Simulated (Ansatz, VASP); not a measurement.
# WSe2: VASP beside Ansatz

```xyz
6
Lattice="3.2790 0.0000 0.0000 -1.6395 2.8397 0.0000 0.0000 0.0000 12.7885" Properties=species:S:1:pos:R:3 pbc="T T T"
W     0.0000    1.8931    3.1971
W     1.6395    0.9466    9.5914
Se    0.0000    1.8931    7.9070
Se    1.6395    0.9466    1.5127
Se    0.0000    1.8931   11.2758
Se    1.6395    0.9466    4.8815
```

Alike in both runs: task relaxation of cell and atoms; functional PBE; k mesh 9 × 9 × 2; occupations gaussian, width 0.02 eV; no spin polarisation.

|  | VASP | Ansatz |
| --- | --- | --- |
| version | VASP 6.6.1 | Ansatz 0.2.0 |
| potentials or method | VASP PAW PBE potentials, release 64 (W_sv, Se), cutoff 600 eV | scalar-relativistic, plane waves, PAW |
| valence electrons in the cell | 52 | 92 |

Ansatz gave:

```
gap on the k mesh at the Fermi level, each at its own relaxed structure (eV) : 1.53
relaxed volume (Å³/atom)                                                     : 24.30
relaxed cell length with the largest relative difference (Å)                 : 15.263
```

Question: What did VASP give for the same quantities?

Answer: gap on the k mesh at the Fermi level, each at its own relaxed structure (eV): 1.49; relaxed volume (Å³/atom): 23.38; relaxed cell length with the largest relative difference (Å): 14.676.

VASP's potentials hold 52 valence electrons a cell and Ansatz's 92, so a difference there can come from the potentials and not from the codes.

Spin-orbit coupling is off throughout. Noted on VASP's run: the volume moved by over 15 % at a fixed basis, so the end points are rough.
